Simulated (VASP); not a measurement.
Set up this calculation in VASP 6.6.1, as the native input.

| Quantity | Value |
| --- | --- |
| Task | single point |
| Functional | LDA |
| Potentials or basis | VASP PAW LDA potentials, release 64 (Sn_d) |
| Cutoff | 520 eV |
| k mesh | 8 × 8 × 11 |
| Occupations | fermi-dirac, width 0.1 eV |
| Spin | no spin polarisation |
| Dipole correction | no |
| Further INCAR settings | ALGO = Normal; EDIFF = 1e-06; NBANDS = 28 |

The structure of Sn lies in POSCAR:

```
Sn
1.0
    5.0459786018      0.0000000000      0.0000000000
   -2.5229893009      4.3699456561      0.0000000000
    0.0000000000      0.0000000000      3.0726052979
Sn
3
Direct
    1.0000000000      0.0000000000      0.0000000000
    0.3333333333      0.6666666667      0.5000000000
    0.6666666667      0.3333333333      0.5000000000
```

This isn't the form of Sn at room conditions, which is tetragonal (white tin).

These files were run (other wordings do the same):

INCAR

```
SYSTEM = Sn
PREC = Accurate
ENCUT = 520
EDIFF = 1E-6
ISMEAR = -1
SIGMA = 0.1
LREAL = .False.
LASPH = .True.
NELM = 100
ALGO = Normal
ISIF = 2
LWAVE = .False.
LCHARG = .True.
LELF = .True.
LVHAR = .True.
NBANDS = 28
```

KPOINTS

```
Automatic mesh
0
Gamma
  8 8 11
  0 0 0
```

Potentials or basis: VASP PAW LDA potentials, release 64 (Sn_d).

Run with:

```bash
$ cat potpaw_LDA.64/Sn_d/POTCAR > POTCAR
$ mpirun -np 1 vasp_std > vasp.out
```

Results of the run:

```yaml
Pressure: 10.7 GPa
Band_gap_on_the_k_mesh: zero (bands 21 and 22 overlap by 5.06 eV)
```

Caveat: the cell stands under pressure; spin-orbit coupling is left out, which moves the levels of the heavy elements.

It took 94 s on 1 thread of Intel(R) Xeon(R) Platinum 8259CL CPU @ 2.50GHz (Skylake/Cascade Lake), with other jobs on the host, peak memory 0.21 GiB.
